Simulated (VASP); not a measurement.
# ReBi (zincblende type) (F-43m) in VASP: a series of runs

ReBi (zincblende type) is run at these levels: PBE; tasks: single point.

Program: VASP 6.6.1. These are calculated values, not measurements. Logs are shortened: lines on timing, memory, paths and dates and some standing lists are left out, and cuts for length are marked.

### Step 1. The cell of the first run

It takes space group F-43m (No. 216, cubic). Conventional cell: a = 4.699 Å, b = 4.699 Å, c = 4.699 Å, α = 90.00°, β = 90.00°, γ = 90.00°. Within 2.7 Å of Re (site symmetry -43m) lie 4 Bi at 2.03 Å. Bi (site symmetry -43m) has 4 Re at 2.03 Å within 2.7 Å.

### Step 2. Single point, PBE (12.97 Å³/atom)

Contents of INCAR:

```
PREC = Accurate ; ENCUT = 520
EDIFF = 1E-6 ; ISMEAR = -1
SIGMA = 0.1 ; LREAL = False
LASPH = True ; NELM = 60
ALGO = Normal ; ISIF = 2
LWAVE = False ; LCHARG = False
GGA = PE ; NBANDS = 18
```

Contents of KPOINTS:

```
regular mesh
0
Gamma
  11 11 11
```

Contents of POSCAR:

```
ReBi
1.0
    0.0000000000      2.3494689569      2.3494689569
    2.3494689569      0.0000000000      2.3494689569
    2.3494689569      2.3494689569      0.0000000000
Re Bi
1 1
Direct
    0.0000000000      0.0000000000      0.0000000000
    0.2500000000      0.2500000000      0.2500000000
```

Potentials or basis: VASP PAW PBE potentials, release 64 (Re, Bi_d).

Started as:

```sh
$ cat potpaw_PBE.64/Re/POTCAR potpaw_PBE.64/Bi_d/POTCAR > POTCAR
$ mpirun -np 1 vasp_std > vasp.out
```

OUTCAR:

```text
PREC = Accurate
   ENCUT = 520
   EDIFF = 1E-6
   ISMEAR = -1
   LREAL = False
   LASPH = True
   NELM = 60
   ISIF = 2
   GGA = PE

 ion  position               nearest neighbor table
   1  0.000  0.000  0.000-   2 2.03   2 2.03   2 2.03   2 2.03
   2  0.250  0.250  0.250-   1 2.03   1 2.03   1 2.03   1 2.03

  LATTYP: Found a face centered cubic cell.
 ALAT       =     4.6989379138

  Lattice vectors:

 A1 = (   0.0000000000,   2.3494689569,   2.3494689569)
 A2 = (   2.3494689569,   0.0000000000,   2.3494689569)
 A3 = (   2.3494689569,   2.3494689569,   0.0000000000)

Analysis of symmetry for initial positions (statically):
=====================================================================
 Subroutine PRICEL returns:
 Original cell was already a primitive cell.

 Routine SETGRP: Setting up the symmetry group for a
 face centered cubic supercell.

 Subroutine GETGRP returns: Found 24 space group operations
 (whereof 24 operations were pure point group operations)
 out of a pool of 48 trial point group operations.

The static configuration has the point symmetry T_d .

Analysis of symmetry for dynamics (positions and initial velocities):
=====================================================================
 Subroutine PRICEL returns:
 Original cell was already a primitive cell.

 Routine SETGRP: Setting up the symmetry group for a
 face centered cubic supercell.

 Subroutine GETGRP returns: Found 24 space group operations
 (whereof 24 operations were pure point group operations)
 out of a pool of 48 trial point group operations.

The dynamic configuration has the point symmetry T_d .

 Subroutine INISYM returns: Found 24 space group operations
 (whereof 24 operations are pure point group operations),
 and found     1 'primitive' translations

----------------------------------------------------------------------------------------

                                     Primitive cell

  volume of cell :      25.9382

  direct lattice vectors                    reciprocal lattice vectors
     0.000000000  2.349468957  2.349468957    -0.212814048  0.212814048  0.212814048
     2.349468957  0.000000000  2.349468957     0.212814048 -0.212814048  0.212814048
     2.349468957  2.349468957  0.000000000     0.212814048  0.212814048 -0.212814048

  length of vectors
     3.322650863  3.322650863  3.322650863     0.368604744  0.368604744  0.368604744

[... 70 lines left out ...]
 SYSTEM =  unknown system
   PREC   = accura    normal or accurate (medium, high low for compatibility)
   ISTART =      0    job   : 0-new  1-cont  2-samecut
   ICHARG =      2    charge: 1-file 2-atom 10-const
   ISPIN  =      1    spin polarized calculation?
   LNONCOLLINEAR =      F non collinear calculations
   LSORBIT =      F    spin-orbit coupling
   LASPH  =      T    aspherical Exc in radial PAW
   ENCUT  =  520.0 eV  38.22 Ry    6.18 a.u.   6.18  6.18  6.18*2*pi/ulx,y,z
   NELM   =     60;   NELMIN=  2; NELMDL= -5     # of ELM steps
   EDIFF  = 0.1E-05   stopping-criterion for ELM
   LREAL  =      F    real-space projection
   EDIFFG = 0.1E-04   stopping-criterion for IOM
   NSW    =      0    number of steps for IOM
   IBRION =     -1    ionic relax: 0-MD 1-quasi-New 2-CG
   NFREE  =      0    steps in history (QN), initial steepest desc. (CG)
   ISIF   =      2    stress and relaxation
   ISYM   =      2    0-nonsym 1-usesym 2-fastsym
   POTIM  = 0.5000    time-step for ionic-motion
   TEBEG  =    0.0;   TEEND  =   0.0 temperature during run
   PSTRESS=    0.0 pullay stress
   NELECT =      22.0000    total number of electrons
   NUPDOWN=      -1.0000    fix difference up-down
   EMIN   =  10.00;   EMAX   =-10.00  energy-range for DOS
   EFERMI =   0.00;   METHOD = LEGACY
   ISMEAR =    -1;   SIGMA  =   0.10  broadening in eV -4-tet -1-fermi 0-gaus
   EFERMI_NEDOS =   21; number of points for ismear=-14 and -15
   IALGO  =     38    algorithm
   IMIX   =      4    mixing-type and parameters
     AMIX     =   0.40;   BMIX     =  1.00
     AMIX_MAG =   1.60;   BMIX_MAG =  1.00
  volume/ion in A,a.u.               =      12.97        87.52
  Fermi-wavevector in a.u.,A,eV,Ry     =   1.549659  2.928430 32.673597  2.401442
  Thomas-Fermi vector in A             =   2.654434
   LORBIT       =      0    0 simple, 1 ext, 2 COOP (PROOUT), +10 PAW based schemes
   GGA     = PE    functional components
   LHFCALC =     F    Hartree Fock is set to
   AEXX    =    0.0000 exact exchange contribution
   IVDW    =     0    specifies the selected vdW correction
   LEPSILON=     F    determine dielectric tensor
   LRPA    =     F    only Hartree local field effects (RPA)
 non-spin polarized calculation
  energy-cutoff  :      520.00
  volume of cell :       25.94
 maximum number of plane-waves:       725
 NGX is ok and might be reduce to    28
   NGX = 13   NGY = 13   NGZ = 13

 number of electron      22.0000001 magnetization

 Free energy of the ion-electron system (eV)
  ---------------------------------------------------
  ext. energy  EPLUGINS =         0.00000000
  ---------------------------------------------------
  free energy    TOTEN  =        10.39715657 eV

  energy without entropy =       10.41833840  energy(sigma->0) =       10.40774748

 E-fermi :  16.3583     XC(G=0): -14.3678

 val. band max:       16.2029188968   @ k =  -0.3636   0.3636   0.1818
 cond. band min:      16.3749693124   @ k =  -0.3636   0.4545   0.1818
 fundamental gap:      0.1720504155
 Fermi energy:        16.3583347287

 k-point     1 :       0.0000    0.0000    0.0000
  band No.  band energies     occupation
      1      -9.0186      2.00000
      2      -9.0186      2.00000
      3      -8.6217      2.00000
      4      -8.6217      2.00000
      5      -8.6217      2.00000
      6      -1.2020      2.00000
[... 481 lines left out ...]
      5      -8.4934      2.00000
      6       0.9266      2.00000
[... 10 lines left out ...]
     17      28.9229      0.00000
     18      31.4275      0.00000

 [... further k-points ...]
[... 5 lines left out ...]
  --------------------------------------------------------------------------------------
  -------------------------------------------------------------------------------------
  Total       71.7488622     71.7488622     71.7488622      0.0000000      0.0000000      0.0000000
  in kB     4431.8644767   4431.8644767   4431.8644767      0.0000000      0.0000000      0.0000000
  external PRESSURE =    4431.8644767 kB  Pullay stress =       0.0000000 kB

 VOLUME and BASIS-vectors are now :
 -----------------------------------------------------------------------------
  energy-cutoff  :      520.00
  volume of cell :       25.94
      direct lattice vectors                 reciprocal lattice vectors
     0.000000000  2.349468957  2.349468957    -0.212814048  0.212814048  0.212814048
     2.349468957  0.000000000  2.349468957     0.212814048 -0.212814048  0.212814048
     2.349468957  2.349468957  0.000000000     0.212814048  0.212814048 -0.212814048

 POSITION                                       TOTAL-FORCE (eV/Angst)
 -----------------------------------------------------------------------------------
      0.00000      0.00000      0.00000        -0.000000     -0.000000     -0.000000
      1.17473      1.17473      1.17473         0.000000      0.000000      0.000000
 -----------------------------------------------------------------------------------
    total drift:                                0.000000      0.000000      0.000000

  FREE ENERGIE OF THE ION-ELECTRON SYSTEM (eV)
  ---------------------------------------------------
  free  energy   TOTEN  =        10.3971565702 eV

  energy  without entropy=       10.4183383983  energy(sigma->0) =       10.40774748
```

OSZICAR:

```text
N       E                     dE             d eps       ncg     rms          rms(c)
DAV:   1     0.183881088733E+03    0.18388E+03   -0.12479E+04  3056   0.184E+03
DAV:   2     0.178743450893E+02   -0.16601E+03   -0.16087E+03  3098   0.593E+02
DAV:   3     0.873393637229E+01   -0.91404E+01   -0.90684E+01  3364   0.132E+02
DAV:   4     0.859089339536E+01   -0.14304E+00   -0.14295E+00  3360   0.118E+01
DAV:   5     0.858580184161E+01   -0.50916E-02   -0.50907E-02  3246   0.187E+00    0.699E+01
DAV:   6     0.100308870000E+02    0.14451E+01   -0.22316E+00  3574   0.414E+01    0.573E+01
DAV:   7     0.103143275173E+02    0.28344E+00   -0.86560E-01  3552   0.238E+01    0.291E+00
DAV:   8     0.103956701600E+02    0.81343E-01   -0.21584E-01  3516   0.115E+01    0.131E+00
DAV:   9     0.103971616550E+02    0.14915E-02   -0.55715E-03  3638   0.105E+00    0.393E-01
DAV:  10     0.103971456148E+02   -0.16040E-04   -0.23387E-04  3518   0.173E-01    0.113E-01
DAV:  11     0.103971562423E+02    0.10627E-04   -0.15960E-05  3748   0.980E-02    0.253E-02
DAV:  12     0.103971565702E+02    0.32791E-06   -0.60811E-07  1544   0.616E-03
   1 F= 0.10397157E+02 E0= 0.10407747E+02  d E =-.211818E-01
```

stdout:

```text
POSCAR found type information on POSCAR ReBi
 POSCAR found :  2 types and       2 ions
 scaLAPACK will be used
 LDA part: xc-table for (Slater+PW92), standard interpolation
 POSCAR, INCAR and KPOINTS ok, starting setup
 FFT: planning ... GRIDC
 FFT: planning ... GRID_SOFT
 FFT: planning ... GRID
 WAVECAR not read
 entering main loop
```

Wall time 46 s (1 thread of Intel Xeon Platinum 8488C (Sapphire Rapids), shared host); peak memory 0.17 GiB.

What came out:

```
Free energy : 10.3972 eV
Pressure    : 443.2 GPa
```

Caveat: atoms lie so close that the PAW spheres overlap strongly, which falsifies energies and pressures; the cell stands under pressure; spin-orbit coupling is left out, which moves the levels of the heavy elements.

### Step 3. Single point, PBE (12.97 Å³/atom)

Contents of INCAR:

```
SYSTEM = ReBi
ALGO = Normal
EDIFF = 1E-6
ENCUT = 520
GGA = PE
ISIF = 2
ISMEAR = -1
LASPH = .TRUE.
LCHARG = .TRUE.
LELF = .TRUE.
LREAL = .FALSE.
LVHAR = .TRUE.
LWAVE = .FALSE.
NBANDS = 18
NELM = 100
PREC = Accurate
SIGMA = 0.1
```

Contents of KPOINTS:

```
k-points
0
G
  11 11 11
  0 0 0
```

POSCAR is that of step 2.

Potentials or basis: VASP PAW PBE potentials, release 64 (Re, Bi_d).

Started as:

```sh
$ cat potpaw_PBE.64/Re/POTCAR potpaw_PBE.64/Bi_d/POTCAR > POTCAR
$ mpirun -np 1 vasp_std > vasp.out
```

OUTCAR:

```text
SYSTEM = ReBi
   EDIFF = 1E-6
   ENCUT = 520
   GGA = PE
   ISIF = 2
   ISMEAR = -1
   LASPH = .TRUE.
   LREAL = .FALSE.
   NELM = 100
   PREC = Accurate

 ion  position               nearest neighbor table
   1  0.000  0.000  0.000-   2 2.03   2 2.03   2 2.03   2 2.03
   2  0.250  0.250  0.250-   1 2.03   1 2.03   1 2.03   1 2.03

  LATTYP: Found a face centered cubic cell.
 ALAT       =     4.6989379138

  Lattice vectors:

 A1 = (   0.0000000000,   2.3494689569,   2.3494689569)
 A2 = (   2.3494689569,   0.0000000000,   2.3494689569)
 A3 = (   2.3494689569,   2.3494689569,   0.0000000000)

[... 670 lines left out ...]
      5      -8.4934      2.00000
      6       0.9266      2.00000
[... 10 lines left out ...]
     17      28.9229      0.00000
     18      31.4275      0.00000

 [... further k-points ...]
[... 5 lines left out ...]
  --------------------------------------------------------------------------------------
  -------------------------------------------------------------------------------------
  Total       71.7488622     71.7488622     71.7488622      0.0000000      0.0000000      0.0000000
  in kB     4431.8644767   4431.8644767   4431.8644767      0.0000000      0.0000000      0.0000000
  external PRESSURE =    4431.8644767 kB  Pullay stress =       0.0000000 kB

 VOLUME and BASIS-vectors are now :
 -----------------------------------------------------------------------------
  energy-cutoff  :      520.00
  volume of cell :       25.94
      direct lattice vectors                 reciprocal lattice vectors
     0.000000000  2.349468957  2.349468957    -0.212814048  0.212814048  0.212814048
     2.349468957  0.000000000  2.349468957     0.212814048 -0.212814048  0.212814048
     2.349468957  2.349468957  0.000000000     0.212814048  0.212814048 -0.212814048

 POSITION                                       TOTAL-FORCE (eV/Angst)
 -----------------------------------------------------------------------------------
      0.00000      0.00000      0.00000        -0.000000     -0.000000     -0.000000
      1.17473      1.17473      1.17473         0.000000      0.000000      0.000000
 -----------------------------------------------------------------------------------
    total drift:                                0.000000      0.000000      0.000000

  FREE ENERGIE OF THE ION-ELECTRON SYSTEM (eV)
  ---------------------------------------------------
  free  energy   TOTEN  =        10.3971565702 eV

  energy  without entropy=       10.4183383983  energy(sigma->0) =       10.40774748
```

OSZICAR:

```text
N       E                     dE             d eps       ncg     rms          rms(c)
DAV:   1     0.183881088733E+03    0.18388E+03   -0.12479E+04  3056   0.184E+03
DAV:   2     0.178743450893E+02   -0.16601E+03   -0.16087E+03  3098   0.593E+02
DAV:   3     0.873393637229E+01   -0.91404E+01   -0.90684E+01  3364   0.132E+02
DAV:   4     0.859089339536E+01   -0.14304E+00   -0.14295E+00  3360   0.118E+01
DAV:   5     0.858580184161E+01   -0.50916E-02   -0.50907E-02  3246   0.187E+00    0.699E+01
DAV:   6     0.100308870000E+02    0.14451E+01   -0.22316E+00  3574   0.414E+01    0.573E+01
DAV:   7     0.103143275173E+02    0.28344E+00   -0.86560E-01  3552   0.238E+01    0.291E+00
DAV:   8     0.103956701600E+02    0.81343E-01   -0.21584E-01  3516   0.115E+01    0.131E+00
DAV:   9     0.103971616550E+02    0.14915E-02   -0.55715E-03  3638   0.105E+00    0.393E-01
DAV:  10     0.103971456148E+02   -0.16040E-04   -0.23387E-04  3518   0.173E-01    0.113E-01
DAV:  11     0.103971562423E+02    0.10627E-04   -0.15960E-05  3748   0.980E-02    0.253E-02
DAV:  12     0.103971565702E+02    0.32791E-06   -0.60811E-07  1544   0.616E-03
   1 F= 0.10397157E+02 E0= 0.10407747E+02  d E =-.211818E-01
```

stdout:

```text
POSCAR found type information on POSCAR ReBi
 POSCAR found :  2 types and       2 ions
 scaLAPACK will be used
 LDA part: xc-table for (Slater+PW92), standard interpolation
 POSCAR, INCAR and KPOINTS ok, starting setup
 FFT: planning ... GRIDC
 FFT: planning ... GRID_SOFT
 FFT: planning ... GRID
 WAVECAR not read
 entering main loop
```

It took 39 s on 1 thread of Intel Xeon Platinum 8488C (Sapphire Rapids), shared host; peak memory 0.17 GiB.

What came out:

```
Free energy : 10.3972 eV
Pressure    : 443.2 GPa
```

Caveat: atoms lie so close that the PAW spheres overlap strongly, which falsifies energies and pressures; the cell stands under pressure; spin-orbit coupling is left out, which moves the levels of the heavy elements.

### Step 4. Single point, PBE (15.08 Å³/atom)

This run uses another cell than the first one, of 15.08 Å³/atom.

Contents of INCAR:

```
SYSTEM = ReBi
ALGO = Normal ; EDIFF = 1E-6
ENCUT = 520 ; GGA = PE
ISIF = 2 ; ISMEAR = -1
LASPH = .TRUE. ; LCHARG = .FALSE.
LREAL = .FALSE. ; LWAVE = .FALSE.
NBANDS = 18 ; NELM = 80
PREC = Accurate ; SIGMA = 0.1
```

KPOINTS is that of step 3.

Contents of POSCAR:

```
ReBi
1.0
    0.0000000000      2.4706063922      2.4706063922
    2.4706063922      0.0000000000      2.4706063922
    2.4706063922      2.4706063922      0.0000000000
Re Bi
1 1
Direct
    0.0000000000      0.0000000000      0.0000000000
    0.2500000000      0.2500000000      0.2500000000
```

Potentials or basis: VASP PAW PBE potentials, release 64 (Re, Bi_d).

Started as:

```sh
$ cat potpaw_PBE.64/Re/POTCAR potpaw_PBE.64/Bi_d/POTCAR > POTCAR
$ mpirun -np 1 vasp_std > vasp.out
```

OUTCAR:

```text
SYSTEM = ReBi
   EDIFF = 1E-6
   ENCUT = 520
   GGA = PE
   ISIF = 2
   ISMEAR = -1
   LASPH = .TRUE.
   LREAL = .FALSE.
   NELM = 80
   PREC = Accurate

 ion  position               nearest neighbor table
   1  0.000  0.000  0.000-   2 2.14   2 2.14   2 2.14   2 2.14
   2  0.250  0.250  0.250-   1 2.14   1 2.14   1 2.14   1 2.14

  LATTYP: Found a face centered cubic cell.
 ALAT       =     4.9412127844

  Lattice vectors:

 A1 = (   0.0000000000,   2.4706063922,   2.4706063922)
 A2 = (   2.4706063922,   0.0000000000,   2.4706063922)
 A3 = (   2.4706063922,   2.4706063922,   0.0000000000)

Analysis of symmetry for initial positions (statically):
=====================================================================
 Subroutine PRICEL returns:
 Original cell was already a primitive cell.

 Routine SETGRP: Setting up the symmetry group for a
 face centered cubic supercell.

 Subroutine GETGRP returns: Found 24 space group operations
 (whereof 24 operations were pure point group operations)
 out of a pool of 48 trial point group operations.

The static configuration has the point symmetry T_d .

[... 152 lines left out ...]
 Free energy of the ion-electron system (eV)
  ---------------------------------------------------
  ext. energy  EPLUGINS =         0.00000000
  ---------------------------------------------------
  free energy    TOTEN  =         1.22823622 eV

  energy without entropy =        1.26276410  energy(sigma->0) =        1.24550016

 E-fermi :  13.4033     XC(G=0): -13.4627

 val. band max:       13.3543172966   @ k =  -0.3636   0.4545   0.1818
 cond. band min:      13.5135253675   @ k =  -0.4545   0.0909   0.0000
 fundamental gap:      0.1592080709
 Fermi energy:        13.4033475279

 k-point     1 :       0.0000    0.0000    0.0000
  band No.  band energies     occupation
      1     -10.7852      2.00000
      2     -10.7852      2.00000
      3     -10.6420      2.00000
      4     -10.6420      2.00000
      5     -10.6420      2.00000
      6      -2.7629      2.00000
[... 481 lines left out ...]
      5     -10.5298      2.00000
      6      -1.0606      2.00000
[... 10 lines left out ...]
     17      25.8537      0.00000
     18      27.4432      0.00000

 [... further k-points ...]
[... 5 lines left out ...]
  --------------------------------------------------------------------------------------
  -------------------------------------------------------------------------------------
  Total       50.4957166     50.4957166     50.4957166      0.0000000      0.0000000      0.0000000
  in kB     2682.4055834   2682.4055834   2682.4055834      0.0000000      0.0000000      0.0000000
  external PRESSURE =    2682.4055834 kB  Pullay stress =       0.0000000 kB

 VOLUME and BASIS-vectors are now :
 -----------------------------------------------------------------------------
  energy-cutoff  :      520.00
  volume of cell :       30.16
      direct lattice vectors                 reciprocal lattice vectors
     0.000000000  2.470606392  2.470606392    -0.202379465  0.202379465  0.202379465
     2.470606392  0.000000000  2.470606392     0.202379465 -0.202379465  0.202379465
     2.470606392  2.470606392  0.000000000     0.202379465  0.202379465 -0.202379465

 POSITION                                       TOTAL-FORCE (eV/Angst)
 -----------------------------------------------------------------------------------
      0.00000      0.00000      0.00000        -0.000000     -0.000000     -0.000000
      1.23530      1.23530      1.23530         0.000000      0.000000      0.000000
 -----------------------------------------------------------------------------------
    total drift:                                0.000000      0.000000      0.000000

  FREE ENERGIE OF THE ION-ELECTRON SYSTEM (eV)
  ---------------------------------------------------
  free  energy   TOTEN  =         1.2282362214 eV

  energy  without entropy=        1.2627641022  energy(sigma->0) =        1.24550016
```

It took 44 s on 1 thread of Intel Xeon Platinum 8488C (Sapphire Rapids), shared host; peak memory 0.17 GiB.

What came out:

| Item | Value |
| --- | --- |
| Free energy | 1.2282 eV |
| Pressure | 268.2 GPa |

Levels at points of the mesh, in eV from the Fermi level:
| k point | band 9 | band 10 | band 11 | band 12 | band 13 | band 14 |
| --- | --- | --- | --- | --- | --- | --- |
| (0.00, 0.00, 0.00) | -5.09 | -0.63 | -0.63 | 5.60 | 8.84 | 8.84 |

Caveat: the cell stands under pressure; spin-orbit coupling is left out, which moves the levels of the heavy elements.
